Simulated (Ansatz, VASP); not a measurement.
HfO2 in VASP and in Ansatz

```
Hf O
1.0
     0.00000    2.55750    2.50635
     2.55750    0.00000    2.50635
     2.55750    2.55750    0.00000
Hf O
1 2
Direct
  0.00000 0.00000 0.00000
  0.25000 0.25000 0.25000
  0.75000 0.75000 0.75000
```

Change from the starting cell: z stretched by -2 %, ions relaxed.

Alike in both runs: functional PBE; k mesh 10 × 10 × 10; occupations fermi-dirac, width 0.02 eV; no spin polarisation.

Ansatz relaxed the structure, and its values are those at the end. VASP's run is a single point on that final structure, the one shown.

```csv
,VASP,Ansatz
version,VASP 6.6.1,Ansatz 0.2.0
potentials or method,"VASP PAW PBE potentials, release 64 (Hf_pv, O)","plane-wave PAW, scalar-relativistic"
plane-wave cutoff (eV),520,420
valence electrons in the cell,22,38
```

Ansatz gave:

```
gap on the k mesh at the Fermi level (eV) : 3.61
pressure (GPa)                            : 2.5
```

Task: Which values does VASP return?

Result: gap on the k mesh at the Fermi level (eV): 3.61; pressure (GPa): -1.2.

VASP's potentials hold 22 valence electrons a cell and Ansatz's 38, so a difference there can come from the potentials and not from the codes. Ansatz's warnings: stress scf threshold loose.

Neither program's run includes spin-orbit coupling.
